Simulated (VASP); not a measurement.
A run of VASP 6.6.1:

Contents of INCAR:

```
SYSTEM = LaI
PREC = Accurate
ENCUT = 520
EDIFF = 1E-6
ISMEAR = 0
SIGMA = 0.05
LREAL = .False.
LASPH = .True.
NELM = 80
ALGO = Normal
ISIF = 2
LWAVE = .False.
LCHARG = .False.
GGA = PS
NBANDS = 26
```

Contents of KPOINTS:

```
Automatic mesh
0
Gamma
  9 9 4
  0 0 0
```

POSCAR

```
LaI
1.0
    3.9176695700      0.0000000029      0.0000000000
   -1.9588347875      3.3928013698      0.0000000000
    0.0000000000      0.0000000000      9.4289550059
La I
2 2
Direct
    0.0000000000      0.0000000000      0.0000000000
    0.0000000000      0.0000000000      0.5000000000
    0.3333333333      0.6666666667      0.2500000000
    0.6666666667      0.3333333333      0.7500000000
```

Potentials or basis: VASP PAW PBE potentials, release 64 (La, I).

Command:

```console
$ cat potpaw_PBE.64/La/POTCAR potpaw_PBE.64/I/POTCAR > POTCAR
$ mpirun -np 1 vasp_std > vasp.out
```

Hardware: 1 thread of Oxide Virtual Turin-like Processor, on a shared host.

Problem. Estimate the wall time of this run.

Solution. Wall time 3.4 min on 1 thread of Oxide Virtual Turin-like Processor (shared host), peak memory 0.28 GiB. Counts: scf iterations 14, k points 36.
